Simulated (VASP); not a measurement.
Set up this calculation in VASP 6.6.1, as the native input.

| Quantity | Value |
| --- | --- |
| Task | single point |
| Functional | PBEsol |
| Potentials or basis | VASP PAW PBE potentials, release 64 (Mg, B) |
| Cutoff | 520 eV |
| k mesh | 12 × 14 × 10 |
| Occupations | gaussian, width 0.1 eV |
| Spin | no spin polarisation |
| Dipole correction | no |
| Further INCAR settings | ALGO = Normal; EDIFF = 1e-07; NBANDS = 11 |

The structure of MgB2 lies in POSCAR:

```
MgB2
1.0
    3.1429678688      0.1851000424      0.0000000000
   -1.4111825955      2.6351909953      0.0000000000
    0.0000000000      0.0000000000      3.6170641000
Mg B
1 2
Direct
    0.0000000000      0.0000000000      0.0003319601
    0.4014247924      0.6924203972      0.4998340200
    0.5985752076      0.3075796028      0.4998340200
```

This cell differs from its parent crystal: strained and its atoms moved.

One way to write it, as run:

INCAR

```
ALGO     = Normal         # electronic algorithm
EDIFF    = 1E-7           # SCF threshold, eV
ENCUT    = 520            # plane-wave cutoff, eV
GGA      = PS             # functional
ISIF     = 2              # what is computed and relaxed
ISMEAR   = 0              # smearing method
LASPH    = True           # aspherical terms in the spheres
LCHARG   = False          # write CHGCAR
LREAL    = False          # projectors in reciprocal space
LWAVE    = False          # write WAVECAR
NBANDS   = 11             # bands
NELM     = 80             # most SCF steps
PREC     = Accurate       # precision mode
SIGMA    = 0.1            # smearing width, eV
```

KPOINTS

```
k-points
0
Gamma
  12 14 10
```

Potentials or basis: VASP PAW PBE potentials, release 64 (Mg, B).

The run is started by

```sh
$ cat potpaw_PBE.64/Mg/POTCAR potpaw_PBE.64/B/POTCAR > POTCAR
$ mpirun -np 1 vasp_std > vasp.out
```

It gave:

```json
{
  "Pressure": "2.4 GPa",
  "Largest force": "3.185 eV/Å",
  "Band gap on the k mesh": "zero (band 4 reaches 7.18 eV, above the bottom of band 5 at 3.09 eV)"
}
```

Caveat: the cell differs from its parent crystal (strained and its atoms moved); the PAW data sets were made with another functional, which shifts forces and pressure a little.

Wall time 92 s on 1 thread of Intel(R) Xeon(R) Platinum 8488C (Sapphire Rapids) (shared host), peak memory 0.3 GiB.
